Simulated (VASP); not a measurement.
Wanted: the native input for a VASP 6.6.1 run.

* Task: single point
* Functional: r2SCAN
* Potentials or basis: VASP PAW PBE potentials, release 64 (Nb_sv, Au, F)
* Cutoff: 520 eV
* k mesh: 6 × 6 × 6
* Occupations: fermi-dirac, width 0.1 eV
* Spin: no spin polarisation
* Dipole correction: no
* Further INCAR settings: ALGO = Normal; EDIFF = 1e-06; NBANDS = 43

NbAuF6:

```
CELL_PARAMETERS angstrom
0.00000 5.59400 0.00000
5.59400 0.00000 0.00000
2.79700 2.79700 -4.26755
ATOMIC_POSITIONS crystal
Nb 0.00000 0.00000 0.00000
Au 0.50000 0.50000 0.00000
F 0.23332 0.23332 0.00000
F 0.23332 0.76668 0.00000
F 0.76668 0.76668 0.00000
F 0.76668 0.23332 0.00000
F 0.21974 0.21974 0.56051
F 0.78026 0.78026 0.43949
```

One way to write it, as run:

POSCAR

```
NbAuF6
1.0
    0.0000000000      5.5940033100      0.0000000033
    5.5940033100      0.0000000000      0.0000000033
    2.7970016575      2.7970016575     -4.2675456967
Nb Au F
1 1 6
Direct
    0.0000000000      0.0000000000      0.0000000000
    0.5000000000      0.5000000000      0.0000000000
    0.2333243793      0.2333243793      0.0000000000
    0.2333243793      0.7666756207      0.0000000000
    0.7666756207      0.7666756207      0.0000000000
    0.7666756207      0.2333243793      0.0000000000
    0.2197439395      0.2197439395      0.5605121209
    0.7802560605      0.7802560605      0.4394878791
```

INCAR.step1

```
PREC = Accurate
ENCUT = 520
ISMEAR = -1
SIGMA = 0.1
LREAL = False
LASPH = True
NELM = 60
NBANDS = 43
GGA = PE
ALGO = Normal
EDIFF = 1E-4
LWAVE = True
LCHARG = False
```

INCAR.step2

```
PREC = Accurate
ENCUT = 520
EDIFF = 1E-6
ISMEAR = -1
SIGMA = 0.1
LREAL = False
LASPH = True
NELM = 60
ALGO = Normal
ISIF = 2
LWAVE = False
LCHARG = False
METAGGA = R2SCAN
LMIXTAU = True
NBANDS = 43
ISTART = 1
```

KPOINTS

```
regular mesh
0
Gamma
  6 6 6
```

Potentials or basis: VASP PAW PBE potentials, release 64 (Nb_sv, Au, F).

Command:

```bash
$ cat potpaw_PBE.64/Nb_sv/POTCAR potpaw_PBE.64/Au/POTCAR potpaw_PBE.64/F/POTCAR > POTCAR
$ cp INCAR.step1 INCAR
$ mpirun -np 1 vasp_std > vasp.out
$ cp INCAR.step2 INCAR
$ mpirun -np 1 vasp_std > vasp.out
```

Results of the run:

```
Pressure               : 20.1 GPa
Largest force          : 0.112 eV/Å
Band gap on the k mesh : 0.86 eV
```

Caveat: the stress differs along the axes, from 12 to 24 GPa; the PAW data sets were made with another functional, which shifts forces and pressure a little; spin-orbit coupling is left out, which moves the levels of the heavy elements.

Wall time 13 min on 1 thread of Intel(R) Xeon(R) Platinum 8375C CPU @ 2.90GHz (Ice Lake) (shared host), peak memory 0.4 GiB.
